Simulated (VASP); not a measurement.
A run of VASP 6.6.1 is set up as follows.

File INCAR:

```
SYSTEM = InAg
PREC = Accurate
ENCUT = 500
EDIFF = 1E-6
ISMEAR = -1
SIGMA = 0.05
LREAL = .False.
LASPH = .True.
NELM = 120
ALGO = Normal
ISIF = 2
LWAVE = .False.
LCHARG = .True.
LELF = .True.
LVHAR = .True.
NBANDS = 19
GGA_COMPAT = .False.
```

KPOINTS

```
Automatic mesh
0
Gamma
  7 7 7
  0 0 0
```

The input POSCAR:

```
InAg
1.0
    3.4647890000      0.0000000000      0.0000000000
    0.0000000000      3.4647890000      0.0000000000
    0.0000000000      0.0000000000      3.4647890000
In Ag
1 1
Direct
    0.5000000000      0.5000000000      0.5000000000
    0.0000000000      0.0000000000      0.0000000000
```

Potentials or basis: VASP PAW LDA potentials, release 64 (In_d, Ag).

The run is started by

```bash
$ cat potpaw_LDA.64/In_d/POTCAR potpaw_LDA.64/Ag/POTCAR > POTCAR
$ mpirun -np 1 vasp_std > vasp.out
```

Problem. What does it give for the band gap on the k mesh?

Solution. Zero (band 12 reaches 11.40 eV, above the bottom of band 13 at 7.59 eV).

Problem. Predict the pressure.

Solution. -5.4 GPa.

Caveat: spin-orbit coupling is left out, which moves the levels of the heavy elements.
